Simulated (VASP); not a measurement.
# B3As2 (R-3m) in VASP: relaxation of cell and atoms with PBE

Aim: the relaxation of cell and atoms of B3As2 with PBE.

All numbers are computed with VASP 6.6.1; they aren't measurements. Logs are shortened: lines on timing, memory, paths and dates and some standing lists are left out, and cuts for length are marked.

**1. The cell of the first run**

The structure is trigonal, space group R-3m (No. 166). The conventional cell has a = 3.120 Å, b = 3.120 Å, c = 20.411 Å, α = 90.00°, β = 90.00°, γ = 120.00°. Within 2.9 Å of B (site symmetry -3m) lie 6 As at 2.22 Å. Within 2.4 Å of B (site symmetry 3m) lie 3 B at 1.80 Å. Within 2.9 Å of As (site symmetry 3m) lie 9 B at 2.22 to 2.81 Å.

**2. Relaxation of cell and atoms, PBE**

INCAR reads:

```
SYSTEM = B3As2
PREC     = Accurate       ! precision mode
ENCUT    = 600            ! plane-wave cutoff, eV
EDIFF    = 1E-7           ! SCF threshold, eV
ISMEAR   = 0              ! smearing method
SIGMA    = 0.1            ! smearing width, eV
LREAL    = .FALSE.        ! projectors in reciprocal space
LASPH    = .TRUE.         ! aspherical terms in the spheres
NELM     = 60             ! most SCF steps
ALGO     = Normal         ! electronic algorithm
ISIF     = 3              ! what is computed and relaxed
LWAVE    = .FALSE.        ! write WAVECAR
LCHARG   = .FALSE.        ! write CHGCAR
GGA      = PE             ! functional
IBRION   = 2              ! ionic algorithm
NSW      = 100            ! ionic steps
EDIFFG   = -0.01          ! ionic threshold
```

KPOINTS reads:

```
regular mesh
0
G
  12 12 12
  0 0 0
```

POSCAR reads:

```
B3As2
1.0
    1.5602109390      0.9007882056      6.8035341331
   -1.5602109390      0.9007882056      6.8035341331
    0.0000000000     -1.8015764113      6.8035341331
B As
3 2
Direct
    0.0000000000      0.0000000000      0.0000000000
    0.1692864611      0.1692864611      0.1692864611
    0.8307135389      0.8307135389      0.8307135389
    0.3971484488      0.3971484488      0.3971484488
    0.6028515512      0.6028515512      0.6028515512
```

Potentials or basis: VASP PAW PBE potentials, release 64 (B, As).

The run is started by

```bash
cat potpaw_PBE.64/B/POTCAR potpaw_PBE.64/As/POTCAR > POTCAR
mpirun -np 1 vasp_std > vasp.out
```

OUTCAR:

```text
SYSTEM = B3As2
   PREC = Accurate
   ENCUT = 600
   EDIFF = 1E-7
   ISMEAR = 0
   LREAL = .FALSE.
   LASPH = .TRUE.
   NELM = 60
   ISIF = 3
   GGA = PE
   IBRION = 2
   NSW = 100
   EDIFFG = -0.01

 ion  position               nearest neighbor table
   1  0.000  0.000  0.000-   5 2.22   5 2.22   4 2.22   4 2.22   5 2.22   4 2.22
   2  0.169  0.169  0.169-   3 1.80   3 1.80   3 1.80
   3  0.831  0.831  0.831-   2 1.80   2 1.80   2 1.80
   4  0.397  0.397  0.397-   1 2.22   1 2.22   1 2.22
   5  0.603  0.603  0.603-   1 2.22   1 2.22   1 2.22

  LATTYP: Found a trigonal (rhomboedric) cell.
 ALAT       =     7.0380220421
 COS(alpha) =     0.9017131566

  Lattice vectors:

 A1 = (   1.5602109390,   0.9007882056,   6.8035341331)
 A2 = (  -1.5602109390,   0.9007882056,   6.8035341331)
 A3 = (   0.0000000000,  -1.8015764113,   6.8035341331)

Analysis of symmetry for initial positions (statically):
=====================================================================
 Subroutine PRICEL returns:
 Original cell was already a primitive cell.

 Routine SETGRP: Setting up the symmetry group for a
 trigonal (rhombohedral) supercell.

 Subroutine GETGRP returns: Found 12 space group operations
 (whereof 12 operations were pure point group operations)
 out of a pool of 12 trial point group operations.

The static configuration has the point symmetry D_3d.

Analysis of symmetry for dynamics (positions and initial velocities):
=====================================================================
 Subroutine PRICEL returns:
 Original cell was already a primitive cell.

 Routine SETGRP: Setting up the symmetry group for a
 trigonal (rhombohedral) supercell.

 Subroutine GETGRP returns: Found 12 space group operations
 (whereof 12 operations were pure point group operations)
 out of a pool of 12 trial point group operations.

The dynamic configuration has the point symmetry D_3d.

 Subroutine INISYM returns: Found 12 space group operations
 (whereof 12 operations are pure point group operations),
 and found     1 'primitive' translations

----------------------------------------------------------------------------------------

                                     Primitive cell

  volume of cell :      57.3709

  direct lattice vectors                    reciprocal lattice vectors
     1.560210939  0.900788206  6.803534133     0.320469487  0.185023145  0.048994144
[... 113 lines left out ...]
  volume/ion in A,a.u.               =      11.47        77.43
  Fermi-wavevector in a.u.,A,eV,Ry     =   1.132649  2.140397 17.454835  1.282894
  Thomas-Fermi vector in A             =   2.269351
   LORBIT       =      0    0 simple, 1 ext, 2 COOP (PROOUT), +10 PAW based schemes
   GGA     = PE    functional components
   LHFCALC =     F    Hartree Fock is set to
   AEXX    =    0.0000 exact exchange contribution
   IVDW    =     0    specifies the selected vdW correction
   LEPSILON=     F    determine dielectric tensor
   LRPA    =     F    only Hartree local field effects (RPA)
 conjugate gradient relaxation of ions
 non-spin polarized calculation
 Gauss-broadening in eV      SIGMA  =   0.10
  energy-cutoff  :      600.00
  volume of cell :       57.37
 maximum number of plane-waves:      1935
   NGX = 29   NGY = 29   NGZ = 29

--------------------------------------- Ionic step        1  -------------------------------------------

 number of electron      19.0000000 magnetization

 Free energy of the ion-electron system (eV)
  ---------------------------------------------------
  ext. energy  EPLUGINS =         0.00000000
  ---------------------------------------------------
  free energy    TOTEN  =       -25.60701044 eV

  energy without entropy =      -25.59819893  energy(sigma->0) =      -25.60260469

------------------------ aborting loop because EDIFF is reached ----------------------------------------

  FORCE on cell =-STRESS in cart. coord.  units (eV):
  Direction    XX          YY          ZZ          XY          YZ          ZX
  --------------------------------------------------------------------------------------
  -------------------------------------------------------------------------------------
  Total        0.4718781      0.4718781     -0.3062003      0.0000000      0.0000000      0.0000000
  in kB       13.1779716     13.1779716     -8.5511467      0.0000000      0.0000000      0.0000000
  external PRESSURE =       5.9349322 kB  Pullay stress =       0.0000000 kB
[... 260 lines left out ...]
--------------------------------------- Ionic step        8  -------------------------------------------

 number of electron      19.0000000 magnetization

 Free energy of the ion-electron system (eV)
  ---------------------------------------------------
  ext. energy  EPLUGINS =         0.00000000
  ---------------------------------------------------
  free energy    TOTEN  =       -25.61574953 eV

  energy without entropy =      -25.60638154  energy(sigma->0) =      -25.61106553

 E-fermi :   6.7581     XC(G=0): -11.3643

 val. band max:        6.7498963627   @ k =  -0.3333   0.1667   0.0833
 cond. band min:       6.7581706688   @ k =  -0.4167   0.0833   0.0833
 fundamental gap:      0.0082743061
 Fermi energy:         6.7580530102

 k-point     1 :       0.0000    0.0000    0.0000
  band No.  band energies     occupation
      1      -9.1552      2.00000
      2      -6.2577      2.00000
      3      -4.5334      2.00000
      4       2.9366      2.00000
      5       3.7764      2.00000
      6       7.1246      0.00000
      7       7.1246      0.00000
      8       7.3352      0.00000
      9       7.3352      0.00000
     10       9.2297      0.00000
     11       9.2297      0.00000
     12      11.3041      0.00000
     13      11.6073      0.00000
[... 354 lines left out ...]
  band No.  band energies     occupation
      1      -4.9160      2.00000
      2      -4.0605      2.00000
      3      -1.7404      2.00000
      4      -0.4428      2.00000
      5       0.0598      2.00000
      6       0.9828      2.00000
      7       2.1735      2.00000
      8       2.4920      2.00000
      9       5.7947      2.00000
     10       6.2769      2.00000
     11       7.4923      0.00000
     12       8.5879      0.00000
     13       9.4464      0.00000

 [... further k-points ...]

------------------------ aborting loop because EDIFF is reached ----------------------------------------

  FORCE on cell =-STRESS in cart. coord.  units (eV):
  Direction    XX          YY          ZZ          XY          YZ          ZX
  --------------------------------------------------------------------------------------
  -------------------------------------------------------------------------------------
  Total        0.0104684      0.0104684      0.0144075     -0.0000000     -0.0000000      0.0000000
  in kB        0.2902733      0.2902733      0.3995017     -0.0000000     -0.0000000      0.0000000
  external PRESSURE =       0.3266828 kB  Pullay stress =       0.0000000 kB
[... 20 lines left out ...]
  FREE ENERGIE OF THE ION-ELECTRON SYSTEM (eV)
  ---------------------------------------------------
  free  energy   TOTEN  =       -25.6157495343 eV

  energy  without entropy=      -25.6063815355  energy(sigma->0) =      -25.61106553

 reached required accuracy - stopping structural energy minimisation
```

OSZICAR:

```text
N       E                     dE             d eps       ncg     rms          rms(c)
DAV:   1     0.595278219807E+02    0.59528E+02   -0.90254E+03  4914   0.142E+03
DAV:   2    -0.234768069792E+02   -0.83005E+02   -0.79690E+02  6416   0.202E+02
DAV:   3    -0.279073950940E+02   -0.44306E+01   -0.42851E+01  6640   0.463E+01
[... 63 lines left out ...]
       N       E                     dE             d eps       ncg     rms          rms(c)
DAV:   1    -0.256157509704E+02   -0.36042E-04   -0.42062E-03  4914   0.516E-01    0.173E-02
DAV:   2    -0.256157510360E+02   -0.65662E-07   -0.45905E-05  6695   0.477E-02    0.101E-02
DAV:   3    -0.256157495886E+02    0.14474E-05   -0.37847E-06  5545   0.135E-02    0.242E-03
DAV:   4    -0.256157495343E+02    0.54299E-07   -0.55250E-07  5975   0.555E-03
   8 F= -.25615750E+02 E0= -.25611066E+02  d E =-.125318E-03
```

CONTCAR:

```text
B3As2
   1.00000000000000
     1.5697906283650231    0.9063190418337813    6.7687399995292648
    -1.5697906283650231    0.9063190418337813    6.7687399995292648
     0.0000000000000000   -1.8126380837676661    6.7687399995291972
  B               As
     3     2
Direct
     0.0000000000000000    0.0000000000000000    0.0000000000000000
     0.1687472873065142    0.1687472873065142    0.1687472873065142
     0.8312527126934859    0.8312527126934859    0.8312527126934859
     0.3961961871779767    0.3961961871779767    0.3961961871779769
     0.6038038128220233    0.6038038128220233    0.6038038128220232

  0.00000000E+00  0.00000000E+00  0.00000000E+00
  0.00000000E+00  0.00000000E+00  0.00000000E+00
  0.00000000E+00  0.00000000E+00  0.00000000E+00
  0.00000000E+00  0.00000000E+00  0.00000000E+00
  0.00000000E+00  0.00000000E+00  0.00000000E+00
```

Run time: 16 min. Hardware: 1 thread of Intel Xeon 6975P-C (Granite Rapids), shared host; peak memory 0.57 GiB.

Results:

| Item | Value |
| --- | --- |
| Free energy | -25.6157 eV |
| Relaxed volume | 11.56 Å³/atom |
| Relaxed cell | a = 7.007 Å, b = 7.007 Å, c = 7.007 Å, α = 25.89°, β = 25.89°, γ = 25.89° |
| Space group after relaxing (to 0.1 Å) | R-3m (No. 166) |
| Energy gained by relaxing | 1.7 meV/atom |
| Ionic steps | 8 |
| Pressure after relaxing | 0.0 GPa |
| Largest force after relaxing | 0.006 eV/Å |
| Band gap on the k mesh | zero (an odd number of electrons rules out a gap without spin polarisation) |

Forces on the atoms (eV/Å):
```
B    0.000  0.000  0.000
B    0.000  0.000  0.001
B    0.000  0.000 -0.001
As   0.000  0.000 -0.006
As   0.000  0.000  0.006
```

Step by step:
| step | energy change (eV) | largest force (eV/Å) | pressure (GPa) | volume (Å³) |
| --- | --- | --- | --- | --- |
| 1 | 0.0000 | 0.2126 | 0.59 | 57.37 |
| 2 | -0.0069 | 0.1129 | -0.11 | 57.72 |
| 3 | -0.0080 | 0.0484 | -0.56 | 57.97 |
| 4 | -0.0081 | 0.0518 | -0.51 | 57.94 |
| 5 | -0.0085 | 0.0362 | 0.34 | 57.65 |
| 6 | -0.0086 | 0.0273 | 0.06 | 57.74 |
| 7 | -0.0087 | 0.0137 | 0.05 | 57.76 |
| 8 | -0.0087 | 0.0056 | 0.03 | 57.78 |

Final structure:
```xyz
5
Lattice="1.5698 0.9063 6.7687 -1.5698 0.9063 6.7687 0.0000 -1.8126 6.7687" Properties=species:S:1:pos:R:3 pbc="T T T"
B     0.0000    0.0000    0.0000
B     0.0000    0.0000    3.4266
B     0.0000    0.0000   16.8796
As    0.0000    0.0000    8.0452
As    0.0000    0.0000   12.2610
```

Caveat: an odd number of electrons without spin polarisation forces a metal; a magnetic or distorted state may lie lower.
